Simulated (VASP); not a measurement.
A run of VASP 6.6.1 is set up as follows.

File INCAR:

```
PREC = Accurate
ENCUT = 600
EDIFF = 1E-6
ISMEAR = 0
SIGMA = 0.1
LREAL = F
LASPH = T
NELM = 200
ALGO = Normal
ISIF = 2
LWAVE = F
LCHARG = F
ISPIN = 2
MAGMOM = 1 1 0 0
LORBIT = 11
LMAXMIX = 4
LDAU = T
LDAUTYPE = 2
LDAUL = 2 -1
LDAUU = 4 0
LDAUJ = 0 0
LDAUPRINT = 1
GGA = PE
NBANDS = 29
GGA_COMPAT = F
```

The input KPOINTS:

```
regular mesh
0
Gamma
  6 6 4
```

File POSCAR:

```
CuO
1.0
    2.3446500000     -1.7134000000      0.0000000000
    2.3446500000      1.7134000000      0.0000000000
   -0.8605500000      0.0000000000      5.0594400000
Cu O
2 2
Direct
    0.0032000000      0.4968000000      0.0000000000
    0.4968000000      0.0032000000      0.5000000000
    0.5714000000      0.4056000000      0.2537000000
    0.4056000000      0.5714000000      0.7537000000
```

Potentials or basis: VASP PAW PBE potentials, release 64 (Cu, O).

The run is started by

```bash
$ cat potpaw_PBE.64/Cu/POTCAR potpaw_PBE.64/O/POTCAR > POTCAR
$ mpirun -np 1 vasp_std > vasp.out
```

Question: What does it give for the largest force?

Answer: 0.808 eV/Å.

Question: Predict the net moment.

Answer: 1.99 μB per cell.

Question: What does it give for the site moments?

Answer: Cu +0.66; O +0.30 μB.

Question: Estimate the pressure.

Answer: 4.7 GPa.

Eigenvalues of the final occupation matrices:
```csv
site,spin,trace,eigenvalues
site 1 d,1,4.91,0.96 0.97 0.97 0.98 1.03
site 1 d,2,4.25,0.40 0.95 0.97 0.97 0.98
site 2 d,1,4.91,0.96 0.97 0.97 0.98 1.03
site 2 d,2,4.25,0.40 0.95 0.97 0.97 0.98
```

Caveat: the cell stands under pressure; the smearing spreads over this small gap; semilocal functionals underestimate gaps, and a narrow one can read as zero.
